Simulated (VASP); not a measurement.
## CdS (v.bB): single point with PBE

The system is CdS (v.bB).

```
CELL_PARAMETERS angstrom
0.00000 2.96348 2.96348
2.96348 0.00000 2.96348
2.96348 2.96348 0.00000
ATOMIC_POSITIONS crystal
Cd 0.00000 0.00000 0.00000
S 0.25000 0.25000 0.25000
```

```yaml
Program: VASP 6.6.1
Task: single point
Functional: PBE
Potentials_or_basis: VASP PAW PBE potentials, release 64 (Cd, S)
Cutoff: 500 eV
k_mesh: 8 × 8 × 8
Occupations: gaussian, width 0.02 eV
Spin: no spin polarisation
```

* Pressure: 0.3 GPa
* Band gap on the k mesh: 1.04 eV, direct

Levels at points of the mesh, in eV from the valence-band top:
```
           k point  band 7  band 8  band 9  band 10  band 11  band 12
(0.00, 0.00, 0.00)    0.00    0.00    0.00     1.04     6.55     6.55
(0.50, 0.00, 0.00)   -4.12   -0.69   -0.69     2.94     7.01     7.01
(0.50, 0.50, 0.00)   -3.75   -1.72   -1.72     3.63     4.28     9.04
```

Wall time 11 s on 1 thread of Intel(R) Xeon(R) Platinum 8559C (Emerald Rapids), on a shared host, peak memory 0.18 GiB.

A hybrid or GW would open this gap; PBE tends to underestimate it.
